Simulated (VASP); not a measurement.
# SiC (Pmn2_1) in VASP: single point with r2SCAN

Aim: the single point of SiC with r2SCAN.

Everything below comes from runs of VASP 6.6.1. Logs are shortened: lines on timing, memory, paths and dates and some standing lists are left out, and cuts for length are marked.

### Step 1. The cell of the first run

Symmetry: Pmn2_1, No. 31, orthorhombic system. Conventional cell: a = 3.075 Å, b = 15.224 Å, c = 4.348 Å, α = 90.00°, β = 90.00°, γ = 90.00°. Within 2.5 Å of Si (site symmetry m) lie 3 C at 1.88 Å. Within 2.5 Å of Si (site symmetry m) lie 4 C at 1.88 Å. Within 2.5 Å of Si (site symmetry m) lie 4 C at 1.88 Å. C (site symmetry m) has 4 Si at 1.88 Å within 2.5 Å. C (site symmetry m) has 4 Si at 1.88 Å within 2.5 Å. Within 2.5 Å of C (site symmetry m) lie 3 Si at 1.88 Å.

### Step 2. Single point, r2SCAN

POSCAR

```
SiC
1.0
    4.3480000000      0.0000000000      0.0000000000
    0.0000000000      2.1740000000     -2.1740000000
    0.0000000000     10.7646406871     10.7646406871
Si C
6 6
Direct
    0.0000000000      0.0000000000      0.5553730472
    0.5000000000      0.5000000000      0.0504792789
    0.0000000000      0.0000000000      0.1514580326
    0.5000000000      0.5000000000      0.2524367862
    0.0000000000      0.0000000000      0.3534155399
    0.5000000000      0.5000000000      0.4543942935
    0.7500000000      0.0000000000      0.2524367862
    0.2500000000      0.5000000000      0.3534155399
    0.7500000000      0.0000000000      0.4543942935
    0.2500000000      0.5000000000      0.5553730472
    0.7500000000      0.0000000000      0.0504792789
    0.2500000000      0.5000000000      0.1514580326
```

INCAR.step1

```
SYSTEM = SiC
PREC = Accurate
ENCUT = 520
ISMEAR = 0
SIGMA = 0.05
LREAL = .False.
LASPH = .True.
NELM = 60
NBANDS = 36
GGA = PE
ALGO = Normal
EDIFF = 1E-4
LWAVE = .True.
LCHARG = .False.
```

INCAR.step2

```
SYSTEM = SiC
PREC = Accurate
ENCUT = 520
EDIFF = 1E-6
ISMEAR = 0
SIGMA = 0.05
LREAL = .False.
LASPH = .True.
NELM = 60
ALGO = Normal
ISIF = 2
LWAVE = .False.
LCHARG = .False.
METAGGA = R2SCAN
LMIXTAU = .True.
NBANDS = 36
ISTART = 1
```

KPOINTS

```
regular mesh
0
Gamma
  6 9 3
  0 0 0
```

Potentials or basis: VASP PAW PBE potentials, release 64 (Si, C).

Launch:

```sh
cat potpaw_PBE.64/Si/POTCAR potpaw_PBE.64/C/POTCAR > POTCAR
cp INCAR.step1 INCAR
mpirun -np 1 vasp_std > vasp.out
cp INCAR.step2 INCAR
mpirun -np 1 vasp_std > vasp.out
```

OUTCAR:

```text
SYSTEM = SiC
   PREC = Accurate
   ENCUT = 520
   EDIFF = 1E-6
   ISMEAR = 0
   LREAL = .False.
   LASPH = .True.
   NELM = 60
   ISIF = 2
   METAGGA = R2SCAN
   ISTART = 1

 ion  position               nearest neighbor table
   1  0.000  0.000  0.555-  10 1.88  10 1.88   9 1.88   5 3.07   6 3.07   6 3.07   6 3.07   6 3.07

   2  0.500  0.500  0.050-  11 1.88  11 1.88  12 1.88   4 3.07   3 3.07   3 3.07   3 3.07   3 3.07

   3  0.000  0.000  0.151-   7 1.88  12 1.88  12 1.88  11 1.88   4 3.07   4 3.07   4 3.07   4 3.07
                             5 3.07   2 3.07   2 3.07   2 3.07   2 3.07
   4  0.500  0.500  0.252-  12 1.88   7 1.88   7 1.88   8 1.88   3 3.07   3 3.07   3 3.07   3 3.07
                             6 3.07   2 3.07   5 3.07   5 3.07   5 3.07   5 3.07
   5  0.000  0.000  0.353-   9 1.88   8 1.88   8 1.88   7 1.88   6 3.07   6 3.07   6 3.07   6 3.07
                             1 3.07   3 3.07   4 3.07   4 3.07   4 3.07   4 3.07
   6  0.500  0.500  0.454-   8 1.88   9 1.88   9 1.88  10 1.88   5 3.07   5 3.07   5 3.07   5 3.07
                             4 3.07   1 3.07   1 3.07   1 3.07   1 3.07
   7  0.750  0.000  0.252-   3 1.88   4 1.88   4 1.88   5 1.88
   8  0.250  0.500  0.353-   6 1.88   5 1.88   5 1.88   4 1.88
   9  0.750  0.000  0.454-   5 1.88   6 1.88   6 1.88   1 1.88
  10  0.250  0.500  0.555-   1 1.88   1 1.88   6 1.88
  11  0.750  0.000  0.050-   2 1.88   2 1.88   3 1.88
  12  0.250  0.500  0.151-   4 1.88   3 1.88   3 1.88   2 1.88

  LATTYP: Found a simple orthorhombic cell.
 ALAT       =     3.0745002846
 B/A-ratio  =     1.4142135624
 C/A-ratio  =     4.9515366546

  Lattice vectors:

 A1 = (   0.0000000000,  -2.1740000000,   2.1740000000)
 A2 = (   4.3480000000,   0.0000000000,   0.0000000000)
 A3 = (   0.0000000000,  10.7646406871,  10.7646406871)

Analysis of symmetry for initial positions (statically):
=====================================================================
 Subroutine PRICEL returns:
 Original cell was already a primitive cell.

 Routine SETGRP: Setting up the symmetry group for a
 simple orthorhombic supercell.

 Subroutine GETGRP returns: Found  4 space group operations
 (whereof  2 operations were pure point group operations)
 out of a pool of  8 trial point group operations.

The static configuration has the point symmetry C_1h.
 The point group associated with its full space group is C_2v.

Analysis of symmetry for dynamics (positions and initial velocities):
=====================================================================
 Subroutine PRICEL returns:
 Original cell was already a primitive cell.

 Routine SETGRP: Setting up the symmetry group for a
 simple orthorhombic supercell.

 Subroutine GETGRP returns: Found  4 space group operations
 (whereof  2 operations were pure point group operations)
 out of a pool of  8 trial point group operations.

The dynamic configuration has the point symmetry C_1h.
 The point group associated with its full space group is C_2v.

 Subroutine INISYM returns: Found  4 space group operations
 (whereof  2 operations are pure point group operations),
 and found     1 'primitive' translations

----------------------------------------------------------------------------------------

                                     Primitive cell

  volume of cell :     203.5067

  direct lattice vectors                    reciprocal lattice vectors
     4.348000000  0.000000000  0.000000000     0.229990800  0.000000000  0.000000000
     0.000000000  2.174000000 -2.174000000     0.000000000  0.229990800 -0.229990800
     0.000000000 10.764640687 10.764640687     0.000000000  0.046448369  0.046448369

  length of vectors
     4.348000000  3.074500285 15.223500854     0.229990800  0.325256109  0.065687913

  position of ions in fractional coordinates (direct lattice)
     0.000000000  0.000000000  0.555373047
     0.500000000  0.500000000  0.050479279
     0.000000000  0.000000000  0.151458033
     0.500000000  0.500000000  0.252436786
     0.000000000  0.000000000  0.353415540
     0.500000000  0.500000000  0.454394294
     0.750000000  0.000000000  0.252436786
     0.250000000  0.500000000  0.353415540
     0.750000000  0.000000000  0.454394294
     0.250000000  0.500000000  0.555373047
     0.750000000  0.000000000  0.050479279
     0.250000000  0.500000000  0.151458033

  ion indices of the primitive-cell ions
   primitive index   ion index
                 1           1
                 2           2
                 3           3
                 4           4
                 5           5
                 6           6
                 7           7
                 8           8
                 9           9
                10          10
                11          11
                12          12

----------------------------------------------------------------------------------------

 KPOINTS: regular mesh

Automatic generation of k-mesh.
 Grid dimensions read from file:
 generate k-points for:    6    9    3

 Generating k-lattice:

  Cartesian coordinates                     Fractional coordinates (reciprocal lattice)
     0.038331800  0.000000000  0.000000000     0.166666667  0.000000000  0.000000000
     0.000000000  0.025554533 -0.025554533     0.000000000  0.111111111  0.000000000
     0.000000000  0.015482790  0.015482790     0.000000000  0.000000000  0.333333333

  Length of vectors
     0.038331800  0.036139568  0.021895971

  Shift w.r.t. Gamma in fractional coordinates (k-lattice)
     0.000000000  0.000000000  0.000000000

 Subroutine IBZKPT returns following result:
 ===========================================

 Found     40 irreducible k-points:

 Following reciprocal coordinates:
            Coordinates               Weight
  0.000000  0.000000  0.000000      1.000000
  0.166667  0.000000  0.000000      2.000000
  0.333333  0.000000  0.000000      2.000000
  0.500000  0.000000  0.000000      1.000000
  0.000000  0.111111  0.000000      2.000000
  0.166667  0.111111  0.000000      4.000000
[... 16 lines left out ...]
  0.333333  0.000000  0.333333      4.000000
  0.500000  0.000000  0.333333      2.000000
 [... further k-points ...]
   k-points           NKPTS =     40   k-points in BZ     NKDIM =     40   number of bands    NBANDS=     36
   number of dos      NEDOS =    301   number of ions     NIONS =     12
   total plane-waves  NPLWV =  92160
   dimension x,y,z NGX =    32 NGY =   24 NGZ =  120
   dimension x,y,z NGXF=    64 NGYF=   48 NGZF=  240
   ions per type =               6   6
   NGX,Y,Z   is equivalent  to a cutoff of  12.24, 12.98, 13.10 a.u.
   NGXF,Y,Z  is equivalent  to a cutoff of  24.47, 25.95, 26.21 a.u.
 SYSTEM =  SiC
   PREC   = accura    normal or accurate (medium, high low for compatibility)
   ISTART =      1    job   : 0-new  1-cont  2-samecut
   ICHARG =      0    charge: 1-file 2-atom 10-const
   ISPIN  =      1    spin polarized calculation?
   LNONCOLLINEAR =      F non collinear calculations
   LSORBIT =      F    spin-orbit coupling
   LASPH  =      T    aspherical Exc in radial PAW
   ENCUT  =  520.0 eV  38.22 Ry    6.18 a.u.   8.08  5.72 28.31*2*pi/ulx,y,z
   NELM   =     60;   NELMIN=  2; NELMDL=  0     # of ELM steps
   EDIFF  = 0.1E-05   stopping-criterion for ELM
   LREAL  =      F    real-space projection
   EDIFFG = 0.1E-04   stopping-criterion for IOM
   NSW    =      0    number of steps for IOM
   IBRION =     -1    ionic relax: 0-MD 1-quasi-New 2-CG
   NFREE  =      0    steps in history (QN), initial steepest desc. (CG)
   ISIF   =      2    stress and relaxation
   ISYM   =      2    0-nonsym 1-usesym 2-fastsym
   POTIM  = 0.5000    time-step for ionic-motion
   TEBEG  =    0.0;   TEEND  =   0.0 temperature during run
   PSTRESS=    0.0 pullay stress
   NELECT =      48.0000    total number of electrons
   NUPDOWN=      -1.0000    fix difference up-down
   EMIN   =  10.00;   EMAX   =-10.00  energy-range for DOS
   EFERMI =   0.00;   METHOD = LEGACY
   ISMEAR =     0;   SIGMA  =   0.05  broadening in eV -4-tet -1-fermi 0-gaus
   EFERMI_NEDOS =   21; number of points for ismear=-14 and -15
   IALGO  =     38    algorithm
   IMIX   =      4    mixing-type and parameters
     AMIX     =   0.40;   BMIX     =  1.00
     AMIX_MAG =   1.60;   BMIX_MAG =  1.00
  volume/ion in A,a.u.               =      16.96       114.44
  Fermi-wavevector in a.u.,A,eV,Ry     =   1.011492  1.911442 13.920334  1.023116
  Thomas-Fermi vector in A             =   2.144545
   LORBIT       =      0    0 simple, 1 ext, 2 COOP (PROOUT), +10 PAW based schemes
   METAGGA = R2SCAN    functional components
   LHFCALC =     F    Hartree Fock is set to
   AEXX    =    0.0000 exact exchange contribution
   IVDW    =     0    specifies the selected vdW correction
   LEPSILON=     F    determine dielectric tensor
   LRPA    =     F    only Hartree local field effects (RPA)
 non-spin polarized calculation
 Gauss-broadening in eV      SIGMA  =   0.05
  energy-cutoff  :      520.00
  volume of cell :      203.51
 maximum number of plane-waves:      5536
   NGX = 17   NGY = 11   NGZ = 57

 number of electron      48.0000002 magnetization

 Free energy of the ion-electron system (eV)
  ---------------------------------------------------
  ext. energy  EPLUGINS =         0.00000000
  ---------------------------------------------------
  free energy    TOTEN  =      -109.19983294 eV

  energy without entropy =     -109.19983294  energy(sigma->0) =     -109.19983294

 E-fermi :   3.4099     XC(G=0):  -8.4015

 val. band max:        3.1662851200   @ k =   0.5000   0.3333   0.0000
 cond. band min:       3.6494587396   @ k =   0.0000   0.4444   0.3333
 fundamental gap:      0.4831736197
 Fermi energy:         3.4098968553

 k-point     1 :       0.0000    0.0000    0.0000
  band No.  band energies     occupation
      1     -13.4030      2.00000
      2     -12.3706      2.00000
      3     -10.8908      2.00000
      4      -9.2776      2.00000
      5      -8.4031      2.00000
      6      -8.2910      2.00000
[... 28 lines left out ...]
     35      10.5199      0.00000
     36      10.6057      0.00000

 k-point     2 :       0.1667    0.0000    0.0000
  band No.  band energies     occupation
      1     -13.2175      2.00000
      2     -12.1976      2.00000
      3     -10.7580      2.00000
      4      -9.4469      2.00000
      5      -9.0117      2.00000
      6      -8.7301      2.00000
[... 28 lines left out ...]
     35      10.6809      0.00000
     36      10.9754      0.00000

 k-point     3 :       0.3333    0.0000    0.0000
  band No.  band energies     occupation
      1     -12.6679      2.00000
      2     -11.6949      2.00000
      3     -10.5954      2.00000
      4     -10.4597      2.00000
      5      -9.6190      2.00000
      6      -9.2818      2.00000
[... 28 lines left out ...]
     35      10.6113      0.00000
     36      10.7522      0.00000
[... 742 lines left out ...]
 k-point    23 :       0.3333    0.0000    0.3333
  band No.  band energies     occupation
      1     -12.6679      2.00000
      2     -11.6949      2.00000
      3     -10.5954      2.00000
      4     -10.4597      2.00000
      5      -9.6190      2.00000
      6      -9.2818      2.00000
[... 28 lines left out ...]
     35      10.4183      0.00000
     36      10.7903      0.00000

 k-point    24 :       0.5000    0.0000    0.3333
  band No.  band energies     occupation
      1     -11.7827      2.00000
      2     -11.7827      2.00000
      3     -10.9041      2.00000
      4     -10.9041      2.00000
      5      -9.6587      2.00000
      6      -9.6587      2.00000
[... 28 lines left out ...]
     35      10.5441      0.00000
     36      10.5441      0.00000

 [... further k-points ...]
[... 5 lines left out ...]
  --------------------------------------------------------------------------------------
  -------------------------------------------------------------------------------------
  Total       -6.5252591     -3.1095268     -3.1095268      0.0000000     -0.4562969      0.0000000
  in kB      -51.3723857    -24.4808378    -24.4808378      0.0000000     -3.5923568      0.0000000
  external PRESSURE =     -33.4446871 kB  Pullay stress =       0.0000000 kB

 VOLUME and BASIS-vectors are now :
 -----------------------------------------------------------------------------
  energy-cutoff  :      520.00
  volume of cell :      203.51
      direct lattice vectors                 reciprocal lattice vectors
     4.348000000  0.000000000  0.000000000     0.229990800  0.000000000  0.000000000
     0.000000000  2.174000000 -2.174000000     0.000000000  0.229990800 -0.229990800
     0.000000000 10.764640687 10.764640687     0.000000000  0.046448369  0.046448369

 POSITION                                       TOTAL-FORCE (eV/Angst)
 -----------------------------------------------------------------------------------
      0.00000      5.97839      5.97839         3.194245     -1.355858     -1.355858
      2.17400      1.63039     -0.54361         3.194245      1.355858      1.355858
      0.00000      1.63039      1.63039        -0.362321     -0.744400     -0.744400
      2.17400      3.80439      1.63039         0.347682      0.014250      0.014250
      0.00000      3.80439      3.80439         0.347682     -0.014250     -0.014250
      2.17400      5.97839      3.80439        -0.362321      0.744400      0.744400
      3.26100      2.71739      2.71739        -0.108117      0.209916      0.209916
      1.08700      4.89139      2.71739        -0.108117     -0.209916     -0.209916
      3.26100      4.89139      4.89139        -1.008401      0.359835      0.359835
      1.08700      7.06539      4.89139        -2.063088      0.416120      0.416120
      3.26100      0.54339      0.54339        -2.063088     -0.416120     -0.416120
      1.08700      2.71739      0.54339        -1.008401     -0.359835     -0.359835
 -----------------------------------------------------------------------------------
    total drift:                               -0.000343     -0.000051     -0.000051

  FREE ENERGIE OF THE ION-ELECTRON SYSTEM (eV)
  ---------------------------------------------------
  free  energy   TOTEN  =      -109.1998329370 eV

  energy  without entropy=     -109.1998329370  energy(sigma->0) =     -109.19983294
```

Run time: 32 min. Hardware: 1 thread of AMD EPYC 7R13, shared host; peak memory 0.42 GiB.

What came out:

```
Free energy            : -109.1998 eV
Pressure               : -3.3 GPa
Largest force          : 3.726 eV/Å
Band gap on the k mesh : 0.48 eV, indirect (least direct gap 0.61 eV)
```

Forces on the atoms (eV/Å):
```
Si   3.194 -1.356 -1.356
Si   3.194  1.356  1.356
Si  -0.362 -0.744 -0.744
Si   0.348  0.014  0.014
Si   0.348 -0.014 -0.014
Si  -0.362  0.744  0.744
C   -0.108  0.210  0.210
C   -0.108 -0.210 -0.210
C   -1.008  0.360  0.360
C   -2.063  0.416  0.416
C   -2.063 -0.416 -0.416
C   -1.008 -0.360 -0.360
```

Stress tensor (GPa, compression positive):
```
-5.14  0.00  0.00
 0.00 -2.45 -0.36
 0.00 -0.36 -2.45
```

Levels at points of the mesh, in eV from the valence-band top:
```
           k point  band 22  band 23  band 24  band 25  band 26  band 27
(0.00, 0.00, 0.00)    -0.54    -0.52    -0.23     1.30     1.73     2.13
(0.50, 0.00, 0.00)    -1.19    -0.36    -0.36     0.92     0.92     4.68
```

Caveat: the PAW data sets were made with another functional, which shifts forces and pressure a little. A k mesh can miss the band edges.
